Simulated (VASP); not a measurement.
# NbTe4Mo: single point with PBE

NbTe4Mo:

```
CELL_PARAMETERS angstrom
3.63097 0.00000 0.00000
-1.81548 3.14451 0.00000
0.00000 0.00000 14.71908
ATOMIC_POSITIONS crystal
Nb 0.33333 0.66667 0.00000
Te 0.33333 0.66667 0.37881
Te 0.66667 0.33333 0.87347
Te 0.33333 0.66667 0.62119
Te 0.66667 0.33333 0.12653
Mo 0.66667 0.33333 0.50000
```

| Quantity | Value |
| --- | --- |
| Program | VASP 6.6.1 |
| Task | single point |
| Functional | PBE |
| Potentials or basis | VASP PAW PBE potentials, release 64 (Nb_sv, Te, Mo_sv) |
| Cutoff | 520 eV |
| k mesh | 6 × 6 × 2 |
| Occupations | gaussian, width 0.1 eV |
| Spin | no spin polarisation |

* Pressure: -0.2 GPa
* Largest force: 0.022 eV/Å

Forces in eV/Å, atoms in the order of the input:
```
Nb   0.000  0.000  0.000
Te   0.000  0.000  0.022
Te   0.000  0.000  0.005
Te   0.000  0.000 -0.022
Te   0.000  0.000 -0.005
Mo   0.000  0.000  0.000
```

Stress tensor (GPa, compression positive):
```
-0.26  0.00  0.00
 0.00 -0.26  0.00
 0.00  0.00 -0.08
```

Levels at points of the mesh, in eV from the Fermi level:
```
           k point  band 23  band 24  band 25  band 26  band 27  band 28
(0.00, 0.00, 0.00)    -0.50    -0.39    -0.39     0.35     2.63     2.63
(0.50, 0.00, 0.00)    -0.88    -0.72    -0.44    -0.25     1.04     1.38
(0.00, 0.00, 0.50)    -0.39    -0.39    -0.12     0.37     2.63     2.63
(0.50, 0.00, 0.50)    -0.87    -0.70    -0.43    -0.27     1.04     1.39
```

Wall time 61 s on 1 thread of Intel(R) Xeon(R) 6975P-C (Granite Rapids) (shared host), peak memory 0.32 GiB.

Caveat: spin-orbit coupling is left out, which moves the levels of the heavy elements; this functional lacks dispersion, which binds the layers, so the pressure and a relaxed spacing across them are unreliable.
